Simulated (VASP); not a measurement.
# TiSi (Cmmm) in VASP: a series of runs

TiSi is run at these levels: PBEsol; tasks: single point.

All numbers are computed with VASP 6.6.1; they aren't measurements. Logs are shortened: lines on timing, memory, paths and dates and some standing lists are left out, and cuts for length are marked.

## (1) The cell of the first run

The structure is orthorhombic, space group Cmmm (No. 65). Conventional cell: a = 3.313 Å, b = 4.309 Å, c = 3.486 Å, α = 90.00°, β = 90.00°, γ = 90.00°. Ti (site symmetry mmm) has 8 Si at 2.40 to 2.77 Å and 8 Ti at 2.72 to 3.49 Å within 3.5 Å. Si (site symmetry mmm) has 8 Ti at 2.40 to 2.77 Å and 8 Si at 2.72 to 3.49 Å within 3.5 Å.

## (2) Single point, PBEsol (strain -0.080 along x and y, +0.040 along z)

INCAR

```
SYSTEM = TiSi
ALGO     = Normal         ! electronic algorithm
EDIFF    = 1E-7           ! SCF threshold, eV
ENCUT    = 520            ! plane-wave cutoff, eV
GGA      = PS             ! functional
ISIF     = 2              ! what is computed and relaxed
ISMEAR   = 0              ! smearing method
LASPH    = .True.         ! aspherical terms in the spheres
LCHARG   = .False.        ! write CHGCAR
LREAL    = .False.        ! projectors in reciprocal space
LWAVE    = .False.        ! write WAVECAR
NBANDS   = 42             ! bands
NELM     = 80             ! most SCF steps
PREC     = Accurate       ! precision mode
SIGMA    = 0.15           ! smearing width, eV
```

KPOINTS

```
k-points
0
Gamma
  12 6 10
  0 0 0
```

POSCAR

```
TiSi
1.0
    3.3127283557      0.0000000000      0.0000000000
    0.0000000000      6.9722798244      0.0000000000
    0.0000000000      0.0000000000      4.3086141235
Ti Si
4 4
Direct
    0.0000000000      0.5000000000      0.0507500000
    0.5000000000      0.5000000000      0.5507500000
    0.5000000000      0.0000000000      0.5507500000
    0.0000000000      0.0000000000      0.0507500000
    0.0000000000      0.7500000000      0.5507500000
    0.0000000000      0.2500000000      0.5507500000
    0.5000000000      0.2500000000      0.0507500000
    0.5000000000      0.7500000000      0.0507500000
```

Potentials or basis: VASP PAW PBE potentials, release 64 (Ti_sv, Si).

Launch:

```bash
cat potpaw_PBE.64/Ti_sv/POTCAR potpaw_PBE.64/Si/POTCAR > POTCAR
mpirun -np 1 vasp_std > vasp.out
```

OUTCAR:

```text
SYSTEM = TiSi
   EDIFF = 1E-7
   ENCUT = 520
   GGA = PS
   ISIF = 2
   ISMEAR = 0
   LASPH = .True.
   LREAL = .False.
   NELM = 80
   PREC = Accurate

 ion  position               nearest neighbor table
   1  0.000  0.500  0.051-   7 2.40   8 2.40   7 2.40   8 2.40   2 2.72   2 2.72   2 2.72   2 2.72
                             6 2.77   5 2.77   5 2.77   6 2.77
   2  0.500  0.500  0.551-   5 2.40   6 2.40   5 2.40   6 2.40   1 2.72   1 2.72   1 2.72   1 2.72
                             8 2.77   7 2.77   7 2.77   8 2.77
   3  0.500  0.000  0.551-   5 2.40   6 2.40   5 2.40   6 2.40   4 2.72   4 2.72   4 2.72   4 2.72
                             8 2.77   7 2.77   7 2.77   8 2.77
   4  0.000  0.000  0.051-   7 2.40   8 2.40   7 2.40   8 2.40   3 2.72   3 2.72   3 2.72   3 2.72
                             6 2.77   5 2.77   5 2.77   6 2.77
   5  0.000  0.750  0.551-   2 2.40   3 2.40   2 2.40   3 2.40   8 2.72   8 2.72   8 2.72   8 2.72
                             1 2.77   1 2.77   4 2.77   4 2.77
   6  0.000  0.250  0.551-   2 2.40   3 2.40   2 2.40   3 2.40   7 2.72   7 2.72   7 2.72   7 2.72
                             1 2.77   1 2.77   4 2.77   4 2.77
   7  0.500  0.250  0.051-   1 2.40   4 2.40   1 2.40   4 2.40   6 2.72   6 2.72   6 2.72   6 2.72
                             3 2.77   2 2.77   3 2.77   2 2.77
   8  0.500  0.750  0.051-   1 2.40   4 2.40   1 2.40   4 2.40   5 2.72   5 2.72   5 2.72   5 2.72
                             3 2.77   2 2.77   3 2.77   2 2.77

  LATTYP: Found a simple orthorhombic cell.
 ALAT       =     3.3127283557
 B/A-ratio  =     1.3006240358
 C/A-ratio  =     2.1046940998

  Lattice vectors:

 A1 = (  -3.3127283557,   0.0000000000,   0.0000000000)
 A2 = (   0.0000000000,   0.0000000000,   4.3086141235)
 A3 = (   0.0000000000,   6.9722798244,   0.0000000000)

Analysis of symmetry for initial positions (statically):
=====================================================================
 Subroutine PRICEL returns following result:

  LATTYP: Found a base centered orthorhombic cell.
 ALAT       =     3.3127283557
 B/A-ratio  =     1.3006240358
 C/A-ratio  =     1.0523470499

  Lattice vectors:

 A1 = (   1.6563641779,   0.0000000000,   2.1543070618)
 A2 = (   1.6563641779,   0.0000000000,  -2.1543070617)
 A3 = (   0.0000000000,   3.4861399122,   0.0000000000)

   4 primitive cells build up your supercell.

 Routine SETGRP: Setting up the symmetry group for a
 simple orthorhombic supercell.

 Subroutine GETGRP returns: Found  8 space group operations
 (whereof  4 operations were pure point group operations)
 out of a pool of  8 trial point group operations.

The static configuration has the point symmetry C_2v.
 The point group associated with its full space group is D_2h.

Analysis of symmetry for dynamics (positions and initial velocities):
=====================================================================
 Subroutine PRICEL returns following result:

  LATTYP: Found a base centered orthorhombic cell.
 ALAT       =     3.3127283557
 B/A-ratio  =     1.3006240358
 C/A-ratio  =     1.0523470499

  Lattice vectors:

 A1 = (   1.6563641779,   0.0000000000,   2.1543070618)
 A2 = (   1.6563641779,   0.0000000000,  -2.1543070617)
 A3 = (   0.0000000000,   3.4861399122,   0.0000000000)

   4 primitive cells build up your supercell.

 Routine SETGRP: Setting up the symmetry group for a
 simple orthorhombic supercell.

 Subroutine GETGRP returns: Found  8 space group operations
 (whereof  4 operations were pure point group operations)
 out of a pool of  8 trial point group operations.

The dynamic configuration has the point symmetry C_2v.
 The point group associated with its full space group is D_2h.

 Subroutine INISYM returns: Found  8 space group operations
 (whereof  4 operations are pure point group operations),
 and found     4 'primitive' translations

----------------------------------------------------------------------------------------

                                     Primitive cell

  volume of cell :      24.8793

  direct lattice vectors                    reciprocal lattice vectors
     1.656364178  0.000000000  2.154307062     0.301865983  0.000000000  0.232093191
     1.656364178  0.000000000 -2.154307062     0.301865983  0.000000000 -0.232093191
     0.000000000  3.486139912  0.000000000     0.000000000  0.286850220  0.000000000

  length of vectors
     2.717458593  2.717458593  3.486139912     0.380775945  0.380775945  0.286850220

  position of ions in fractional coordinates (direct lattice)
     0.050750000  0.949250000  1.000000000
     0.550750000  0.449250000  0.500000000

  ion indices of the primitive-cell ions
   primitive index   ion index
                 1           1
                 2           5

----------------------------------------------------------------------------------------

 KPOINTS: k-points

Automatic generation of k-mesh.
 Grid dimensions read from file:
 generate k-points for:   12    6   10

 Generating k-lattice:

  Cartesian coordinates                     Fractional coordinates (reciprocal lattice)
     0.025155499  0.000000000  0.000000000     0.083333333  0.000000000  0.000000000
     0.000000000  0.023904185  0.000000000     0.000000000  0.166666667  0.000000000
     0.000000000  0.000000000  0.023209319     0.000000000  0.000000000  0.100000000

  Length of vectors
     0.025155499  0.023904185  0.023209319

  Shift w.r.t. Gamma in fractional coordinates (k-lattice)
     0.000000000  0.000000000  0.000000000

 Subroutine IBZKPT returns following result:
 ===========================================

 Found    168 irreducible k-points:

 Following reciprocal coordinates:
            Coordinates               Weight
  0.000000  0.000000  0.000000      1.000000
  0.083333  0.000000  0.000000      2.000000
  0.166667  0.000000  0.000000      2.000000
  0.250000  0.000000  0.000000      2.000000
  0.333333  0.000000  0.000000      2.000000
  0.416667  0.000000  0.000000      2.000000
[... 16 lines left out ...]
  0.083333  0.500000  0.000000      2.000000
  0.166667  0.500000  0.000000      2.000000
 [... further k-points ...]
   k-points           NKPTS =    168   k-points in BZ     NKDIM =    168   number of bands    NBANDS=     42
   number of dos      NEDOS =    301   number of ions     NIONS =      8
   total plane-waves  NPLWV =  48384
   dimension x,y,z NGX =    28 NGY =   54 NGZ =   32
   dimension x,y,z NGXF=    56 NGYF=  108 NGZF=   64
   ions per type =               4   4
   NGX,Y,Z   is equivalent  to a cutoff of  14.05, 12.88, 12.35 a.u.
   NGXF,Y,Z  is equivalent  to a cutoff of  28.10, 25.75, 24.69 a.u.
 SYSTEM =  TiSi
   PREC   = accura    normal or accurate (medium, high low for compatibility)
   ISTART =      0    job   : 0-new  1-cont  2-samecut
   ICHARG =      2    charge: 1-file 2-atom 10-const
   ISPIN  =      1    spin polarized calculation?
   LNONCOLLINEAR =      F non collinear calculations
   LSORBIT =      F    spin-orbit coupling
   LASPH  =      T    aspherical Exc in radial PAW
   ENCUT  =  520.0 eV  38.22 Ry    6.18 a.u.   6.16 12.96  8.01*2*pi/ulx,y,z
   NELM   =     80;   NELMIN=  2; NELMDL= -5     # of ELM steps
   EDIFF  = 0.1E-06   stopping-criterion for ELM
   LREAL  =      F    real-space projection
   EDIFFG = 0.1E-05   stopping-criterion for IOM
   NSW    =      0    number of steps for IOM
   IBRION =     -1    ionic relax: 0-MD 1-quasi-New 2-CG
   NFREE  =      0    steps in history (QN), initial steepest desc. (CG)
   ISIF   =      2    stress and relaxation
   ISYM   =      2    0-nonsym 1-usesym 2-fastsym
   POTIM  = 0.5000    time-step for ionic-motion
   TEBEG  =    0.0;   TEEND  =   0.0 temperature during run
   PSTRESS=    0.0 pullay stress
   NELECT =      64.0000    total number of electrons
   NUPDOWN=      -1.0000    fix difference up-down
   EMIN   =  10.00;   EMAX   =-10.00  energy-range for DOS
   EFERMI =   0.00;   METHOD = LEGACY
   ISMEAR =     0;   SIGMA  =   0.15  broadening in eV -4-tet -1-fermi 0-gaus
   EFERMI_NEDOS =   21; number of points for ismear=-14 and -15
   IALGO  =     38    algorithm
   IMIX   =      4    mixing-type and parameters
     AMIX     =   0.40;   BMIX     =  1.00
     AMIX_MAG =   1.60;   BMIX_MAG =  1.00
  volume/ion in A,a.u.               =      12.44        83.95
  Fermi-wavevector in a.u.,A,eV,Ry     =   1.413086  2.670346 27.168296  1.996813
  Thomas-Fermi vector in A             =   2.534768
   LORBIT       =      0    0 simple, 1 ext, 2 COOP (PROOUT), +10 PAW based schemes
   GGA     = PS    functional components
   LHFCALC =     F    Hartree Fock is set to
   AEXX    =    0.0000 exact exchange contribution
   IVDW    =     0    specifies the selected vdW correction
   LEPSILON=     F    determine dielectric tensor
   LRPA    =     F    only Hartree local field effects (RPA)
 non-spin polarized calculation
 Gauss-broadening in eV      SIGMA  =   0.15
  energy-cutoff  :      520.00
  volume of cell :       99.52
 maximum number of plane-waves:      2714
 NGX is ok and might be reduce to    28
   NGX = 13   NGY = 25   NGZ = 17

 number of electron      64.0000003 magnetization

 Free energy of the ion-electron system (eV)
  ---------------------------------------------------
  ext. energy  EPLUGINS =         0.00000000
  ---------------------------------------------------
  free energy    TOTEN  =       -59.54573421 eV

  energy without entropy =      -59.49277527  energy(sigma->0) =      -59.51925474

 E-fermi :  11.8288     XC(G=0): -12.5944

 val. band max:       11.8262331930   @ k =   0.0000   0.3333   0.3000
 cond. band min:      11.8312176816   @ k =   0.0000   0.0000   0.5000
 fundamental gap:      0.0049844886
 Fermi energy:        11.8288003059

 k-point     1 :       0.0000    0.0000    0.0000
  band No.  band energies     occupation
      1     -44.0655      2.00000
      2     -44.0584      2.00000
      3     -43.8743      2.00000
      4     -43.8688      2.00000
      5     -20.7961      2.00000
      6     -20.7811      2.00000
[... 34 lines left out ...]
     41      14.8809      0.00000
     42      14.9539      0.00000

 k-point     2 :       0.0833    0.0000    0.0000
  band No.  band energies     occupation
      1     -44.0616      2.00000
      2     -44.0546      2.00000
      3     -43.8768      2.00000
      4     -43.8714      2.00000
      5     -20.7820      2.00000
      6     -20.7672      2.00000
[... 34 lines left out ...]
     41      14.8824      0.00000
     42      14.8963      0.00000

 k-point     3 :       0.1667    0.0000    0.0000
  band No.  band energies     occupation
      1     -44.0502      2.00000
      2     -44.0434      2.00000
      3     -43.8845      2.00000
      4     -43.8791      2.00000
      5     -20.7408      2.00000
      6     -20.7265      2.00000
[... 34 lines left out ...]
     41      14.8328      0.00000
     42      14.9330      0.00000

 k-point     4 :       0.2500    0.0000    0.0000
  band No.  band energies     occupation
      1     -44.0324      2.00000
      2     -44.0260      2.00000
      3     -43.8971      2.00000
      4     -43.8918      2.00000
      5     -20.6900      2.00000
      6     -20.6752      2.00000
[... 844 lines left out ...]
     41      14.7299      0.00000
     42      14.7299      0.00000

 k-point    23 :       0.0833    0.5000    0.0000
  band No.  band energies     occupation
      1     -44.0581      2.00000
      2     -44.0581      2.00000
      3     -43.8741      2.00000
      4     -43.8741      2.00000
      5     -20.7746      2.00000
      6     -20.7746      2.00000
[... 34 lines left out ...]
     41      14.7597      0.00000
     42      14.7801      0.00000

 k-point    24 :       0.1667    0.5000    0.0000
  band No.  band energies     occupation
      1     -44.0468      2.00000
      2     -44.0468      2.00000
      3     -43.8818      2.00000
      4     -43.8818      2.00000
      5     -20.7336      2.00000
      6     -20.7336      2.00000
[... 34 lines left out ...]
     41      14.9019      0.00000
     42      14.9120      0.00000

 [... further k-points ...]

------------------------ aborting loop because EDIFF is reached ----------------------------------------

  FORCE on cell =-STRESS in cart. coord.  units (eV):
  Direction    XX          YY          ZZ          XY          YZ          ZX
  --------------------------------------------------------------------------------------
  -------------------------------------------------------------------------------------
  Total       24.4601442     25.0475380      7.4097367      0.0000000      0.0000000      0.0000000
  in kB      393.7960555    403.2528004    119.2930449      0.0000000      0.0000000      0.0000000
  external PRESSURE =     305.4473003 kB  Pullay stress =       0.0000000 kB

 VOLUME and BASIS-vectors are now :
 -----------------------------------------------------------------------------
  energy-cutoff  :      520.00
  volume of cell :       99.52
      direct lattice vectors                 reciprocal lattice vectors
     3.312728356  0.000000000  0.000000000     0.301865983  0.000000000  0.000000000
     0.000000000  6.972279824  0.000000000     0.000000000  0.143425110  0.000000000
     0.000000000  0.000000000  4.308614123     0.000000000  0.000000000  0.232093191

 POSITION                                       TOTAL-FORCE (eV/Angst)
 -----------------------------------------------------------------------------------
      0.00000      3.48614      0.21866         0.000000      0.000000     -0.000000
      1.65636      3.48614      2.37297        -0.000000      0.000000      0.000000
      1.65636      0.00000      2.37297         0.000000     -0.000000     -0.000000
      0.00000      0.00000      0.21866         0.000000     -0.000000      0.000000
      0.00000      5.22921      2.37297         0.000000      0.000000     -0.000000
      0.00000      1.74307      2.37297         0.000000     -0.000000     -0.000000
      1.65636      1.74307      0.21866         0.000000      0.000000     -0.000000
      1.65636      5.22921      0.21866         0.000000     -0.000000     -0.000000
 -----------------------------------------------------------------------------------
    total drift:                                0.000000      0.000000     -0.000234

  FREE ENERGIE OF THE ION-ELECTRON SYSTEM (eV)
  ---------------------------------------------------
  free  energy   TOTEN  =       -59.5457342129 eV

  energy  without entropy=      -59.4927752703  energy(sigma->0) =      -59.51925474
```

It took 5.8 min on 1 thread of Intel Xeon 6975P-C (Granite Rapids), shared host; peak memory 0.59 GiB.

Results:

```
Free energy            : -59.5457 eV
Pressure               : 30.5 GPa
Band gap on the k mesh : zero (bands 32 and 33 overlap by 0.84 eV)
```

Caveat: the cell differs from its parent crystal (strain -0.080 along x and y, +0.040 along z); the stress differs along the axes, from 12 to 40 GPa; the PAW data sets were made with another functional, which shifts forces and pressure a little.

## (3) Single point, PBEsol (strain -0.080 along x and y, +0.080 along z)

INCAR

```
SYSTEM = TiSi
PREC     = Accurate       ! precision mode
ENCUT    = 520            ! plane-wave cutoff, eV
EDIFF    = 1E-7           ! SCF threshold, eV
ISMEAR   = 0              ! smearing method
SIGMA    = 0.15           ! smearing width, eV
LREAL    = .False.        ! projectors in reciprocal space
LASPH    = .True.         ! aspherical terms in the spheres
NELM     = 60             ! most SCF steps
ALGO     = Normal         ! electronic algorithm
ISIF     = 2              ! what is computed and relaxed
LWAVE    = .False.        ! write WAVECAR
LCHARG   = .True.         ! write CHGCAR
GGA      = PS             ! functional
LELF     = .True.         ! ELF
LVHAR    = .True.       
NBANDS   = 42             ! bands
```

KPOINTS

```
regular mesh
0
Gamma
  12 6 10
  0 0 0
```

POSCAR, as its differences from that of step 2:

```diff
@@ -4,3 +4,3 @@
     0.0000000000      6.9722798244      0.0000000000
-    0.0000000000      0.0000000000      4.3086141235
+    0.0000000000      0.0000000000      4.4743300514
 Ti Si
```

Potentials or basis: VASP PAW PBE potentials, release 64 (Ti_sv, Si).

Launch:

```bash
cat potpaw_PBE.64/Ti_sv/POTCAR potpaw_PBE.64/Si/POTCAR > POTCAR
mpirun -np 1 vasp_std > vasp.out
```

It took 5.9 min on 1 thread of Intel Xeon 6975P-C (Granite Rapids), shared host; peak memory 0.6 GiB.

It converged, with:

| Property | Result |
| --- | --- |
| Free energy | -59.7454 eV |
| Pressure | 24.3 GPa |
| Band gap on the k mesh | zero (bands 32 and 33 overlap by 0.91 eV) |

Stress tensor (GPa, compression positive):
```
34.24  0.00  0.00
 0.00 34.12  0.00
 0.00  0.00  4.51
```

Levels at points of the mesh, in eV from the Fermi level:
| k point | band 30 | band 31 | band 32 | band 33 | band 34 | band 35 |
| --- | --- | --- | --- | --- | --- | --- |
| (0.00, 0.00, 0.00) | -0.29 | -0.14 | 0.20 | 0.22 | 0.26 | 1.41 |
| (0.50, 0.00, 0.00) | -2.09 | -0.82 | -0.82 | -0.21 | -0.21 | 1.15 |
| (0.00, 0.50, 0.00) | -0.39 | 0.55 | 0.55 | 0.67 | 0.67 | 0.82 |
| (0.50, 0.50, 0.00) | -2.13 | -2.13 | -2.13 | 0.32 | 0.32 | 0.32 |
| (0.00, 0.00, 0.50) | -0.18 | 0.24 | 0.24 | 0.59 | 0.59 | 0.93 |
| (0.50, 0.00, 0.50) | -1.85 | -1.31 | -1.31 | 1.48 | 1.48 | 2.22 |
| (0.00, 0.50, 0.50) | -0.12 | -0.12 | -0.12 | 0.31 | 0.31 | 0.31 |
| (0.50, 0.50, 0.50) | -1.25 | -1.25 | -1.25 | 1.93 | 1.93 | 1.93 |

Caveat: the cell differs from its parent crystal (strain -0.080 along x and y, +0.080 along z); the stress differs along the axes, from 5 to 34 GPa; the PAW data sets were made with another functional, which shifts forces and pressure a little.
